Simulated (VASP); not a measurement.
A run of VASP 6.6.1 is set up as follows.

Contents of INCAR:

```
SYSTEM = P
PREC = Accurate
ENCUT = 500
EDIFF = 1E-6
ISMEAR = -1
SIGMA = 0.1
LREAL = .False.
LASPH = .True.
NELM = 120
ALGO = Normal
ISIF = 2
LWAVE = .False.
LCHARG = .False.
GGA = PS
NBANDS = 8
GGA_COMPAT = .False.
```

The input KPOINTS:

```
regular mesh
0
Gamma
  15 15 15
  0 0 0
```

File POSCAR:

```
P
1.0
    2.5094826148      0.0000000000      0.0000000000
    0.0000000000      2.5094826148      0.0000000000
    0.0000000000      0.0000000000      2.5094826148
P
1
Direct
    0.0000000000      0.0000000000      0.0000000000
```

Potentials or basis: VASP PAW PBE potentials, release 64 (P).

Run with:

```console
$ cat potpaw_PBE.64/P/POTCAR > POTCAR
$ mpirun -np 1 vasp_std > vasp.out
```

(1) Estimate the pressure.

## Answers

(1) -9.9 GPa.

Caveat: the PAW data sets were made with another functional, which shifts forces and pressure a little.
